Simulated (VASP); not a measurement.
The system is SnSe2.

```
Sn Se
1.0
     3.82515    0.00000    0.00000
    -1.91257    3.31268    0.00000
     0.00000    0.00000    6.35162
Sn Se
1 2
Direct
  0.00000 0.00000 0.00000
  0.33333 0.66667 0.24859
  0.66667 0.33333 0.75141
```

This cell differs from its parent crystal: uniaxial z strain +2.0%.

Base run:

| Item | Value |
| --- | --- |
| Program | VASP 6.6.1 |
| Functional | r2SCAN |
| Potentials or basis | VASP PAW PBE potentials, release 64 (Sn_d, Se) |
| Cutoff | 520 eV |
| k mesh | 12 × 12 × 4 |
| Occupations | gaussian, width 0.01 eV |
| Spin | no spin polarisation |

Its results: band gap on the k mesh 1.04 eV, indirect (least direct gap 1.48 eV); pressure 0.6 GPa; largest force 0.018 eV/Å.

Question: The run is repeated on the same cell with these changes: functional from r2SCAN to PBE; k mesh from 12 × 12 × 4 to 6 × 6 × 2. What comes out?

Answer: Band gap on the k mesh 0.75 eV, indirect (least direct gap 1.26 eV); pressure 2.6 GPa; largest force 0.257 eV/Å.

Several settings changed at once, so the effect can't be laid on one alone.

Caveats: some runs use coarse meshes; spin-orbit coupling is left out, which moves the levels of the heavy elements; the PAW data sets were made with another functional, which shifts forces and pressure a little (some runs); this functional lacks dispersion, which binds the layers, so the pressure and a relaxed spacing across them are unreliable (some runs).

A k mesh can miss the band edges.
